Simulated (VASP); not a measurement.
PbSe, 2 atoms in the cell. Symmetry: I4/mmm, No. 139, tetragonal system. Conventional cell: a = 3.860 Å, b = 3.860 Å, c = 6.134 Å, α = 90.00°, β = 90.00°, γ = 90.00°. Pb (site symmetry 4/mmm) has 6 Se at 2.73 to 3.07 Å within 3.6 Å. Se (site symmetry 4/mmm) has 6 Pb at 2.73 to 3.07 Å within 3.6 Å. 

```yaml
Program: VASP 6.6.1
Task: single point
Functional: PBE
Dispersion: D3(BJ)
Potentials_or_basis: VASP PAW PBE potentials, release 64 (Pb_d, Se)
Cutoff: 520 eV
k_mesh: 10 × 10 × 10
Occupations: gaussian, width 0.03 eV
Spin: no spin polarisation
Dipole_correction: no
Further_INCAR_settings: ALGO = Normal; EDIFF = 1e-06; NBANDS = 17
```

Potentials or basis: VASP PAW PBE potentials, release 64 (Pb_d, Se).

Launch:

```bash
$ cat potpaw_PBE.64/Pb_d/POTCAR potpaw_PBE.64/Se/POTCAR > POTCAR
$ mpirun -np 1 vasp_std > vasp.out
```

Hardware: 1 thread of Intel Xeon 8259CL, on a shared host.

Problem. How long does it take, and how much memory?

Solution. Run time: 100 s on 1 thread of Intel Xeon 8259CL, on a shared host, peak memory 0.24 GiB. Counts: scf iterations 13, k points 102.
